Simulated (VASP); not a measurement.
The system is SrO.

```xyz
2
Lattice="0.0000 2.5663 2.5663 2.5663 0.0000 2.5663 2.5663 2.5663 0.0000" Properties=species:S:1:pos:R:3 pbc="T T T"
Sr    2.5663    2.5663    2.5663
O     0.0000    0.0000    0.0000
```

* Program: VASP 6.6.1
* Task: relaxation of cell and atoms
* Functional: PBE
* Potentials or basis: VASP PAW PBE potentials, release 64 (Sr_sv, O)
* Cutoff: 600 eV
* k mesh: 9 × 9 × 9
* Occupations: fermi-dirac, width 0.05 eV
* Spin: no spin polarisation

At the start: pressure 3.8 GPa; volume 16.90 Å³/atom.

Problem. How do energy, volume and symmetry change on relaxing?

Solution. Over 3 steps the energy falls by 8.2 meV/atom and the volume is 17.62 Å³/atom (+4.2 %); space group Fm-3m (No. 225, to 0.05 Å).

The path:
```tsv
step	energy change (eV)	largest force (eV/Å)	pressure (GPa)	volume (Å³)
1	0.0000	0.0000	3.83	33.80
2	-0.0140	0.0000	-1.33	35.82
3	-0.0164	0.0000	0.01	35.23
```

Final structure:
```yaml
crystal:
  lattice:
    - [0.00000, 2.60196, 2.60196]
    - [2.60196, 0.00000, 2.60196]
    - [2.60196, 2.60196, 0.00000]
  atoms:
    - { symbol: Sr, position: [0.50000, 0.50000, 0.50000] }
    - { symbol: O, position: [0.00000, 0.00000, 0.00000] }
```
